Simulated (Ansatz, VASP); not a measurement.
# Two plane-wave programs on LiBr

The input INCAR:

```
SYSTEM = LiBr
PREC = Accurate
ENCUT = 750
EDIFF = 1E-6
ISMEAR = 0
SIGMA = 0.02
LREAL = .False.
LASPH = .True.
NELM = 120
ALGO = Normal
ISIF = 2
LWAVE = .False.
LCHARG = .True.
GGA = PS
LELF = .True.
LVHAR = .True.
NBANDS = 12
GGA_COMPAT = .False.
```

File KPOINTS:

```
regular mesh
0
Gamma
  8 8 8
  0 0 0
```

File POSCAR:

```
LiBr
1.0
    0.0000000000      2.4648266931      2.4648266931
    2.4648266931      0.0000000000      2.4648266931
    2.4648266931      2.4648266931      0.0000000000
Li Br
1 1
Direct
    0.0000000000      0.0000000000      0.0000000000
    0.5000000000      0.5000000000      0.5000000000
```

Input for Ansatz:

```yaml
crystal:
  lattice:
    - [0.0, 2.4648266931, 2.4648266931]
    - [2.4648266931, 0.0, 2.4648266931]
    - [2.4648266931, 2.4648266931, 0.0]
  atoms:
    - { symbol: Li, position: [0.0, 0.0, 0.0] }
    - { symbol: Br, position: [0.5, 0.5, 0.5] }
basis:
  ecutwfc: 420
kpoints:
  mp_grid: { grid: [8, 8, 8] }
hamiltonian:
  xc: pbesol
scf:
  occupations: { method: gaussian, width: 0.02 }
  initial_density: { chi_scale: 0.3 }
output:
  forces: true
  eigenvalues: true
  stress: true
```

Alike in both runs: task single point; functional PBEsol; k mesh 8 × 8 × 8; occupations gaussian, width 0.02 eV; no spin polarisation.

|  | VASP | Ansatz |
| --- | --- | --- |
| version | VASP 6.6.1 | Ansatz 0.2.0 |
| potentials or method | VASP PAW PBE potentials, release 64 (Li_sv, Br), cutoff 750 eV | scalar-relativistic, plane waves, PAW |
| valence electrons in the cell | 10 | 10 |

```tsv
	VASP	Ansatz	Ansatz less VASP
gap on the k mesh at the Fermi level (eV)	5.56	5.56	+0.005
pressure (GPa)	14.9	14.9	-0.05
```

VASP's potentials were made for PBE, not for PBEsol.
